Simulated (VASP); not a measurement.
Input of a VASP 6.6.1 run:

The input INCAR:

```
ALGO = Normal ; EDIFF = 1E-6
ENCUT = 520 ; GGA = CA
ISIF = 2 ; ISMEAR = 0
LASPH = True ; LCHARG = False
LREAL = False ; LWAVE = False
NBANDS = 22 ; NELM = 60
PREC = Accurate ; SIGMA = 0.15
```

The input KPOINTS:

```
k-points
0
Gamma
  10 10 10
```

Contents of POSCAR:

```
GaSb3
1.0
    0.0000000000      3.6539937478      3.4639860729
    3.6539937478      0.0000000000      3.4639860729
    3.6539937478      3.6539937478      0.0000000000
Ga Sb
1 3
Direct
    0.0000000000      0.0000000000      0.0000000000
    0.2500000000      0.2500000000      0.2500000000
    0.7500000000      0.7500000000      0.7500000000
    0.5000000000      0.5000000000      0.5000000000
```

Potentials or basis: VASP PAW LDA potentials, release 64 (Ga_d, Sb).

The run is started by

```bash
$ cat potpaw_LDA.64/Ga_d/POTCAR potpaw_LDA.64/Sb/POTCAR > POTCAR
$ mpirun -np 1 vasp_std > vasp.out
```

Q: Predict the band gap on the k mesh.

A: Zero (band 14 reaches 10.63 eV, above the bottom of band 15 at 6.10 eV).

Q: What does it give for the pressure?

A: 2.3 GPa.

Stress tensor (GPa, compression positive):
```
1.78 0.00 0.00
0.00 1.78 0.00
0.00 0.00 3.33
```

Caveat: spin-orbit coupling is left out, which moves the levels of the heavy elements.
